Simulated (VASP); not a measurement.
Sn2Se:

```xyz
3
Lattice="5.6658 0.0000 0.0000 0.0000 5.6658 0.0000 0.0000 0.0000 3.0148" Properties=species:S:1:pos:R:3 pbc="T T T"
Sn    0.0000    2.8329    1.5074
Sn    2.8329    0.0000    1.5074
Se    2.8329    2.8329    1.5074
```

The cell was built from a structure type or drawn by symmetry, and may not be a known phase.

- Program: VASP 6.6.1
- Task: relaxation of cell and atoms
- Functional: PBE
- Potentials or basis: VASP PAW PBE potentials, release 64 (Sn_d, Se)
- Cutoff: 600 eV
- k mesh: 8 × 8 × 16
- Occupations: gaussian, width 0.1 eV
- Spin: no spin polarisation

At the start: pressure 1.9 GPa; volume 32.26 Å³/atom.

**Question.** How do energy, volume and symmetry change on relaxing?

**Answer.** Over 5 steps the energy falls by 8.5 meV/atom and the volume is 33.75 Å³/atom (+4.6 %); space group P4/mmm (No. 123, to 0.1 Å) before and after.

The path:
```tsv
step	energy change (eV)	largest force (eV/Å)	pressure (GPa)	volume (Å³)
1	0.0000	0.0000	1.86	96.78
2	-0.0245	0.0000	-0.26	102.13
3	-0.0253	0.0000	-0.02	101.34
4	-0.0253	0.0000	0.02	101.25
5	-0.0254	0.0000	0.01	101.25
```

Final structure:
```xyz
3
Lattice="5.7558 0.0000 0.0000 0.0000 5.7558 0.0000 0.0000 0.0000 3.0563" Properties=species:S:1:pos:R:3 pbc="T T T"
Sn    0.0000    2.8779    1.5281
Sn    2.8779    0.0000    1.5281
Se    2.8779    2.8779    1.5281
```
